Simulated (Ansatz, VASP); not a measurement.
# Fe in VASP and in Ansatz

File INCAR:

```
SYSTEM = Fe
ALGO = Normal
EDIFF = 1E-7
ENCUT = 520
GGA = PE
ISIF = 2
ISMEAR = 0
LASPH = .TRUE.
LCHARG = .FALSE.
LREAL = .FALSE.
LWAVE = .FALSE.
NBANDS = 10
NELM = 60
PREC = Accurate
SIGMA = 0.05
```

KPOINTS

```
k-points
0
G
  22 22 22
  0 0 0
```

File POSCAR:

```
Fe
1.0
   -1.3932011820      1.3932011820      1.3932011820
    1.3932011820     -1.3932011820      1.3932011820
    1.3932011820      1.3932011820     -1.3932011820
Fe
1
Direct
    0.0000000000      0.0000000000      0.0000000000
```

Input for Ansatz:

```yaml
crystal:
  lattice:
    - [-1.393201182, 1.393201182, 1.393201182]
    - [1.393201182, -1.393201182, 1.393201182]
    - [1.393201182, 1.393201182, -1.393201182]
  atoms:
    - { symbol: Fe, position: [0.0, 0.0, 0.0] }
basis:
  ecutwfc: 420
  ecutrho_ratio: 4
kpoints:
  mp_grid: { grid: [22, 22, 22] }
hamiltonian:
  xc: pbe
scf:
  occupations: { method: gaussian, width: 0.05 }
output:
  forces: true
  stress: true
  eigenvalues: true
```

Alike in both runs: task single point; functional PBE; k mesh 22 × 22 × 22; occupations gaussian, width 0.05 eV; no spin polarisation.

```csv
,VASP,Ansatz
version,VASP 6.6.1,Ansatz 0.2.0
potentials or method,"VASP PAW PBE potentials, release 64 (Fe), cutoff 520 eV","scalar-relativistic, plane waves, PAW"
valence electrons in the cell,8,16
```

Ansatz gave:

| Quantity | Value |
| --- | --- |
| gap on the k mesh at the Fermi level (eV) | none |
| pressure (GPa) | -7.8 |

**Question.** Estimate VASP's values.

**Answer.** gap on the k mesh at the Fermi level (eV): none; pressure (GPa): -8.2.

A gap of «none» marks a metal or a gap that the smearing closes. The functional is the same, so the differences come from potentials, cutoffs and numerics. VASP's potentials hold 8 valence electrons a cell and Ansatz's 16, so a difference there can come from the potentials and not from the codes.
